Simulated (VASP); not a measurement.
# TaN (P6_3mc) in VASP: single point with LDA

Aim: the single point of TaN with LDA.

All numbers are computed with VASP 6.6.1; they aren't measurements. Logs are shortened: lines on timing, memory, paths and dates and some standing lists are left out, and cuts for length are marked.

### 1 The cell of the first run

The structure is hexagonal, space group P6_3mc (No. 186). The conventional cell has a = 3.104 Å, b = 3.104 Å, c = 6.010 Å, α = 90.00°, β = 90.00°, γ = 120.00°. Ta (site symmetry 3m) has 4 N at 1.96 to 2.08 Å within 2.6 Å. N (site symmetry 3m) has 4 Ta at 1.96 to 2.08 Å within 2.6 Å.

### 2 Single point, LDA

File INCAR:

```
SYSTEM = TaN
ALGO = Normal
EDIFF = 1E-6
ENCUT = 600
GGA = CA
GGA_COMPAT = .False.
ISIF = 2
ISMEAR = 0
LASPH = .True.
LCHARG = .False.
LREAL = .False.
LWAVE = .False.
NBANDS = 42
NELM = 120
PREC = Accurate
SIGMA = 0.15
```

File KPOINTS:

```
k-points
0
Gamma
  14 14 4
  0 0 0
```

File POSCAR:

```
TaN
1.0
   -3.1035877079      0.0000000000      0.0000000000
   -1.5517938539     -2.6877857979      0.0000000000
    0.0000000000      0.0000000000     12.0200957435
Ta N
4 4
Direct
    0.3333333333      0.3333333333      0.0148751535
    0.3333333333      0.3333333333      0.5148751535
    0.6666666667      0.6666666667      0.2648751535
    0.6666666667      0.6666666667      0.7648751535
    0.3333333333      0.3333333333      0.1776248465
    0.3333333333      0.3333333333      0.6776248465
    0.6666666667      0.6666666667      0.4276248465
    0.6666666667      0.6666666667      0.9276248465
```

Potentials or basis: VASP PAW LDA potentials, release 64 (Ta_pv, N).

Started as:

```console
> cat potpaw_LDA.64/Ta_pv/POTCAR potpaw_LDA.64/N/POTCAR > POTCAR
> mpirun -np 1 vasp_std > vasp.out
```

OUTCAR:

```text
SYSTEM = TaN
   EDIFF = 1E-6
   ENCUT = 600
   GGA = CA
   ISIF = 2
   ISMEAR = 0
   LASPH = .True.
   LREAL = .False.
   NELM = 120
   PREC = Accurate

 ion  position               nearest neighbor table
   1  0.333  0.333  0.015-   5 1.96   8 2.08   8 2.08   8 2.08   3 3.50   4 3.50   4 3.50   3 3.50
                             3 3.50   4 3.50
   2  0.333  0.333  0.515-   6 1.96   7 2.08   7 2.08   7 2.08   3 3.50   4 3.50   4 3.50   3 3.50
                             3 3.50   4 3.50
   3  0.667  0.667  0.265-   7 1.96   5 2.08   5 2.08   5 2.08   2 3.50   1 3.50   1 3.50   2 3.50
                             1 3.50   2 3.50
   4  0.667  0.667  0.765-   8 1.96   6 2.08   6 2.08   6 2.08   2 3.50   1 3.50   1 3.50   2 3.50
                             1 3.50   2 3.50
   5  0.333  0.333  0.178-   1 1.96   3 2.08   3 2.08   3 2.08
   6  0.333  0.333  0.678-   2 1.96   4 2.08   4 2.08   4 2.08
   7  0.667  0.667  0.428-   3 1.96   2 2.08   2 2.08   2 2.08
   8  0.667  0.667  0.928-   4 1.96   1 2.08   1 2.08   1 2.08

  LATTYP: Found a hexagonal cell.
 ALAT       =     3.1035877079
 C/A-ratio  =     3.8729679567

  Lattice vectors:

 A1 = (   1.5517938539,   2.6877857979,   0.0000000000)
 A2 = (  -3.1035877079,   0.0000000000,   0.0000000000)
 A3 = (   0.0000000000,   0.0000000000,  12.0200957435)

Analysis of symmetry for initial positions (statically):
=====================================================================
 Subroutine PRICEL returns following result:

  LATTYP: Found a hexagonal cell.
 ALAT       =     3.1035877079
 C/A-ratio  =     1.9364839784

  Lattice vectors:

 A1 = (   1.5517938539,   2.6877857979,   0.0000000000)
 A2 = (  -3.1035877079,   0.0000000000,   0.0000000000)
 A3 = (   0.0000000000,   0.0000000000,   6.0100478718)

   2 primitive cells build up your supercell.

 Routine SETGRP: Setting up the symmetry group for a
 hexagonal supercell.

 Subroutine GETGRP returns: Found 12 space group operations
 (whereof  6 operations were pure point group operations)
 out of a pool of 24 trial point group operations.

The static configuration has the point symmetry C_3v.
 The point group associated with its full space group is C_6v.

Analysis of symmetry for dynamics (positions and initial velocities):
=====================================================================
 Subroutine PRICEL returns following result:

  LATTYP: Found a hexagonal cell.
 ALAT       =     3.1035877079
 C/A-ratio  =     1.9364839784

  Lattice vectors:

 A1 = (   1.5517938539,   2.6877857979,   0.0000000000)
 A2 = (  -3.1035877079,   0.0000000000,   0.0000000000)
 A3 = (   0.0000000000,   0.0000000000,   6.0100478718)

   2 primitive cells build up your supercell.

 Routine SETGRP: Setting up the symmetry group for a
 hexagonal supercell.

 Subroutine GETGRP returns: Found 12 space group operations
 (whereof  6 operations were pure point group operations)
 out of a pool of 24 trial point group operations.

The dynamic configuration has the point symmetry C_3v.
 The point group associated with its full space group is C_6v.

 Subroutine INISYM returns: Found 12 space group operations
 (whereof  6 operations are pure point group operations),
 and found     2 'primitive' translations

----------------------------------------------------------------------------------------

                                     Primitive cell

  volume of cell :      50.1345

  direct lattice vectors                    reciprocal lattice vectors
     1.551793854  2.687785798  0.000000000     0.000000000  0.372053458  0.000000000
    -3.103587708  0.000000000  0.000000000    -0.322207746  0.186026729  0.000000000
     0.000000000  0.000000000  6.010047872     0.000000000  0.000000000  0.166388026

  length of vectors
     3.103587708  3.103587708  6.010047872     0.372053458  0.372053458  0.166388026

  position of ions in fractional coordinates (direct lattice)
     0.666666667  0.333333333  0.029750307
     0.333333333  0.666666667  0.529750307
     0.666666667  0.333333333  0.355249693
     0.333333333  0.666666667  0.855249693

  ion indices of the primitive-cell ions
   primitive index   ion index
                 1           1
                 2           3
                 3           5
                 4           8

----------------------------------------------------------------------------------------

 KPOINTS: k-points

Automatic generation of k-mesh.
 Grid dimensions read from file:
 generate k-points for:   14   14    4

 Generating k-lattice:

  Cartesian coordinates                     Fractional coordinates (reciprocal lattice)
    -0.023014839  0.013287623  0.000000000     0.071428571 -0.000000000  0.000000000
     0.000000000 -0.026575247  0.000000000     0.000000000  0.071428571  0.000000000
     0.000000000  0.000000000  0.020798503     0.000000000  0.000000000  0.250000000

  Length of vectors
     0.026575247  0.026575247  0.020798503

  Shift w.r.t. Gamma in fractional coordinates (k-lattice)
     0.000000000  0.000000000  0.000000000

 Subroutine IBZKPT returns following result:
 ===========================================

 Found     72 irreducible k-points:

 Following reciprocal coordinates:
            Coordinates               Weight
  0.000000  0.000000  0.000000      1.000000
  0.071429  0.000000  0.000000      6.000000
  0.142857 -0.000000  0.000000      6.000000
  0.214286  0.000000  0.000000      6.000000
  0.285714  0.000000  0.000000      6.000000
  0.357143  0.000000  0.000000      6.000000
[... 16 lines left out ...]
 -0.428571  0.285714  0.000000      6.000000
 -0.357143  0.285714  0.000000      6.000000
 [... further k-points ...]
   k-points           NKPTS =     72   k-points in BZ     NKDIM =     72   number of bands    NBANDS=     42
   number of dos      NEDOS =    301   number of ions     NIONS =      8
   total plane-waves  NPLWV =  75264
   dimension x,y,z NGX =    28 NGY =   28 NGZ =   96
   dimension x,y,z NGXF=    56 NGYF=   56 NGZF=  192
   ions per type =               4   4
   NGX,Y,Z   is equivalent  to a cutoff of  15.00, 15.00, 13.28 a.u.
   NGXF,Y,Z  is equivalent  to a cutoff of  30.00, 30.00, 26.55 a.u.
 SYSTEM =  TaN
   PREC   = accura    normal or accurate (medium, high low for compatibility)
   ISTART =      0    job   : 0-new  1-cont  2-samecut
   ICHARG =      2    charge: 1-file 2-atom 10-const
   ISPIN  =      1    spin polarized calculation?
   LNONCOLLINEAR =      F non collinear calculations
   LSORBIT =      F    spin-orbit coupling
   LASPH  =      T    aspherical Exc in radial PAW
   ENCUT  =  600.0 eV  44.10 Ry    6.64 a.u.   6.20  6.20 24.01*2*pi/ulx,y,z
   NELM   =    120;   NELMIN=  2; NELMDL= -5     # of ELM steps
   EDIFF  = 0.1E-05   stopping-criterion for ELM
   LREAL  =      F    real-space projection
   EDIFFG = 0.1E-04   stopping-criterion for IOM
   NSW    =      0    number of steps for IOM
   IBRION =     -1    ionic relax: 0-MD 1-quasi-New 2-CG
   NFREE  =      0    steps in history (QN), initial steepest desc. (CG)
   ISIF   =      2    stress and relaxation
   ISYM   =      2    0-nonsym 1-usesym 2-fastsym
   POTIM  = 0.5000    time-step for ionic-motion
   TEBEG  =    0.0;   TEEND  =   0.0 temperature during run
   PSTRESS=    0.0 pullay stress
   NELECT =      64.0000    total number of electrons
   NUPDOWN=      -1.0000    fix difference up-down
   EMIN   =  10.00;   EMAX   =-10.00  energy-range for DOS
   EFERMI =   0.00;   METHOD = LEGACY
   ISMEAR =     0;   SIGMA  =   0.15  broadening in eV -4-tet -1-fermi 0-gaus
   EFERMI_NEDOS =   21; number of points for ismear=-14 and -15
   IALGO  =     38    algorithm
   IMIX   =      4    mixing-type and parameters
     AMIX     =   0.40;   BMIX     =  1.00
     AMIX_MAG =   1.60;   BMIX_MAG =  1.00
  volume/ion in A,a.u.               =      12.53        84.58
  Fermi-wavevector in a.u.,A,eV,Ry     =   1.409546  2.663656 27.032330  1.986820
  Thomas-Fermi vector in A             =   2.531591
   LORBIT       =      0    0 simple, 1 ext, 2 COOP (PROOUT), +10 PAW based schemes
   GGA     = CA    functional components
   LHFCALC =     F    Hartree Fock is set to
   AEXX    =    0.0000 exact exchange contribution
   IVDW    =     0    specifies the selected vdW correction
   LEPSILON=     F    determine dielectric tensor
   LRPA    =     F    only Hartree local field effects (RPA)
 non-spin polarized calculation
 Gauss-broadening in eV      SIGMA  =   0.15
  energy-cutoff  :      600.00
  volume of cell :      100.27
 maximum number of plane-waves:      3384
 NGX is ok and might be reduce to    28
   NGX = 13   NGY = 13   NGZ = 49

 number of electron      64.0000001 magnetization

 Free energy of the ion-electron system (eV)
  ---------------------------------------------------
  ext. energy  EPLUGINS =         0.00000000
  ---------------------------------------------------
  free energy    TOTEN  =       -95.07851568 eV

  energy without entropy =      -95.05930508  energy(sigma->0) =      -95.06891038

 E-fermi :   6.7419     XC(G=0): -12.5925

 val. band max:        6.7088291707   @ k =  -0.4286   0.2857   0.2500
 cond. band min:       6.7762299849   @ k =  -0.4286   0.2857   0.5000
 fundamental gap:      0.0674008142
 Fermi energy:         6.7418575806

 k-point     1 :       0.0000    0.0000    0.0000
  band No.  band energies     occupation
      1     -28.6785      2.00000
      2     -28.4808      2.00000
      3     -28.4808      2.00000
      4     -28.2738      2.00000
      5     -27.9862      2.00000
      6     -27.9862      2.00000
[... 34 lines left out ...]
     41       9.6630      0.00000
     42       9.6630      0.00000

 k-point     2 :       0.0714    0.0000    0.0000
  band No.  band energies     occupation
      1     -28.6692      2.00000
      2     -28.4766      2.00000
      3     -28.4766      2.00000
      4     -28.2730      2.00000
      5     -28.0190      2.00000
      6     -28.0014      2.00000
[... 979 lines left out ...]
     41      10.6463      0.00000
     42      11.0596      0.00000

 k-point    24 :      -0.3571    0.2857    0.0000
  band No.  band energies     occupation
      1     -28.5304      2.00000
      2     -28.5304      2.00000
      3     -28.5010      2.00000
      4     -28.4826      2.00000
      5     -28.3897      2.00000
      6     -28.3636      2.00000
[... 34 lines left out ...]
     41      10.6009      0.00000
     42      11.4799      0.00000

 [... further k-points ...]
[... 5 lines left out ...]
  --------------------------------------------------------------------------------------
  -------------------------------------------------------------------------------------
  Total        0.7602367      0.7602367      1.2436597     -0.0000000      0.0000000      0.0000000
  in kB       12.1476657     12.1476657     19.8721815     -0.0000000      0.0000000      0.0000000
  external PRESSURE =      14.7225043 kB  Pullay stress =       0.0000000 kB

 VOLUME and BASIS-vectors are now :
 -----------------------------------------------------------------------------
  energy-cutoff  :      600.00
  volume of cell :      100.27
      direct lattice vectors                 reciprocal lattice vectors
    -3.103587708  0.000000000  0.000000000    -0.322207746  0.186026729  0.000000000
    -1.551793854 -2.687785798  0.000000000     0.000000000 -0.372053458  0.000000000
     0.000000000  0.000000000 12.020095744     0.000000000  0.000000000  0.083194013

 POSITION                                       TOTAL-FORCE (eV/Angst)
 -----------------------------------------------------------------------------------
     -1.55179     -0.89593      0.17880        -0.000000     -0.000000     -0.017716
     -1.55179     -0.89593      6.18885        -0.000000     -0.000000     -0.017716
     -3.10359     -1.79186      3.18382        -0.000000      0.000000     -0.017716
     -3.10359     -1.79186      9.19387         0.000000      0.000000     -0.017716
     -1.55179     -0.89593      2.13507        -0.000000     -0.000000      0.017716
     -1.55179     -0.89593      8.14512        -0.000000     -0.000000      0.017716
     -3.10359     -1.79186      5.14009         0.000000      0.000000      0.017716
     -3.10359     -1.79186     11.15014         0.000000      0.000000      0.017716
 -----------------------------------------------------------------------------------
    total drift:                                0.000000      0.000000     -0.000155

  FREE ENERGIE OF THE ION-ELECTRON SYSTEM (eV)
  ---------------------------------------------------
  free  energy   TOTEN  =       -95.0785156777 eV

  energy  without entropy=      -95.0593050766  energy(sigma->0) =      -95.06891038
```

It took 5.1 min on 1 thread of AMD EPYC 7R13 (Zen 3), shared host; peak memory 0.37 GiB.

Results:

```
Free energy            : -95.0785 eV
Pressure               : 1.5 GPa
Largest force          : 0.018 eV/Å
Band gap on the k mesh : zero (bands 32 and 33 overlap by 0.32 eV)
```

Forces on the atoms (eV/Å):
```
Ta   0.000  0.000 -0.018
Ta   0.000  0.000 -0.018
Ta   0.000  0.000 -0.018
Ta   0.000  0.000 -0.018
N    0.000  0.000  0.018
N    0.000  0.000  0.018
N    0.000  0.000  0.018
N    0.000  0.000  0.018
```

Levels at points of the mesh, in eV from the Fermi level:
```csv
k point,band 30,band 31,band 32,band 33,band 34,band 35
"(0.00, 0.00, 0.00)",-0.65,0.07,0.07,0.35,0.35,0.95
"(0.50, 0.00, 0.00)",-0.92,-0.92,-0.43,1.22,1.53,1.53
"(0.00, 0.00, 0.50)",-0.26,-0.08,-0.08,0.31,0.31,0.31
"(0.50, 0.00, 0.50)",-1.89,-0.49,-0.49,1.24,1.24,2.10
```

Caveat: spin-orbit coupling is left out, which moves the levels of the heavy elements.

The gap in the log of VASP goes by the Fermi energy; the results here count the filled bands.